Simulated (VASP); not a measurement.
Input of a VASP 6.6.1 run:

The input POSCAR:

```
H4CO
1.0
    7.6185600000      0.0000000000      0.0000000000
    0.0000000000      7.6185600000      0.0000000000
    0.0000000000      0.0000000000      7.6185600000
C O H
6 6 24
Direct
    0.5933929772      0.5236553889      0.3275422127
    0.9149104293      0.9246366767      0.0186780704
    0.2143449681      0.3582173009      0.4901582451
    0.4734621766      0.9510852445      0.7018386677
    0.1286463584      0.3989205309     -0.0075211064
    0.0616651966      0.8773836526      0.5669575353
    0.6533255628      0.3488060736      0.3527569514
    1.0768832955      0.8649009787      0.0992182250
    0.3030887727      0.2327605217      0.3849940146
    0.4076492145      0.7860146799      0.7690298429
    0.2215773059      0.2433136971     -0.0127845682
    0.1884083081      0.7895586568      0.4590106267
    0.4576717910      0.5372143817      0.3545814432
    0.7746608283      0.3565503192      0.3314930906
    0.6691947035      0.6042086694      0.4136345976
    0.6184239541      0.5756074639      0.1918997816
    0.8209687920      0.8249721732      0.0565067414
    1.1704311576      0.9193994666      0.0343240717
    0.8845241095      1.0478620632      0.0780724966
    0.9079537340      0.9299132644     -0.1257586736
    0.1066605763      0.2789109753      0.5432260165
    0.4229408182      0.2702347950      0.3665390835
    0.2924043389      0.3975685694      0.6078445270
    0.1830529654      0.4733965474      0.4165879116
    0.5440791961      1.0081695228      0.8170835433
    0.3337638609      0.7322906166      0.6869539651
    0.5559712072      0.9324071741      0.5874994750
    0.3697024110      1.0374795237      0.6645612819
    0.1095482611      0.4247784358     -0.1467206401
    0.2600360173      0.2042118196      0.0981944094
   -0.0017457367      0.3933814264      0.0496419271
    0.1931992398      0.5158192624      0.0639359669
    0.1258899320      0.9461105511      0.6785796791
    0.1542679982      0.8062153478      0.3360608829
   -0.0131389659      0.9758537046      0.4900532384
   -0.0312526252      0.7788085938      0.6197496640
```

The input INCAR.step1:

```
PREC = Accurate
ENCUT = 520
ISMEAR = -1
SIGMA = 0.05
LREAL = Auto
LASPH = True
NELM = 100
NBANDS = 66
GGA = PE
ALGO = Normal
EDIFF = 1E-4
LWAVE = True
LCHARG = False
```

INCAR.step2

```
PREC = Accurate
ENCUT = 520
EDIFF = 1E-6
ISMEAR = -1
SIGMA = 0.05
LREAL = Auto
LASPH = True
NELM = 100
ALGO = Normal
ISIF = 2
LWAVE = False
LCHARG = False
METAGGA = R2SCAN
LMIXTAU = True
IVDW = 12
VDW_S6 = 1.0
VDW_S8 = 0.78981345
VDW_A1 = 0.49484001
VDW_A2 = 5.73083694
NBANDS = 66
ISTART = 1
```

The input KPOINTS:

```
Automatic mesh
0
Gamma
  1 1 1
```

Potentials or basis: VASP PAW PBE potentials, release 64 (C, O, H).

Launch:

```bash
$ cat potpaw_PBE.64/C/POTCAR potpaw_PBE.64/O/POTCAR potpaw_PBE.64/H/POTCAR > POTCAR
$ cp INCAR.step1 INCAR
$ mpirun -np 1 vasp_gam > vasp.out
$ cp INCAR.step2 INCAR
$ mpirun -np 1 vasp_gam > vasp.out
```

(1) What does it give for the largest force?

(2) What does it give for the pressure?

(3) What does it give for the band gap on the k mesh?

(4) What does it give for the dispersion energy per atom?

Answers

(1) 2.014 eV/Å.

(2) 0.3 GPa.

(3) 5.23 eV.

(4) -0.015 eV.

Caveat: the k points lie up to 0.82 Å⁻¹ apart, too coarse for converged energies, forces and pressures; the atoms stand as in a frame of molecular dynamics; the PAW data sets were made with another functional, which shifts forces and pressure a little.
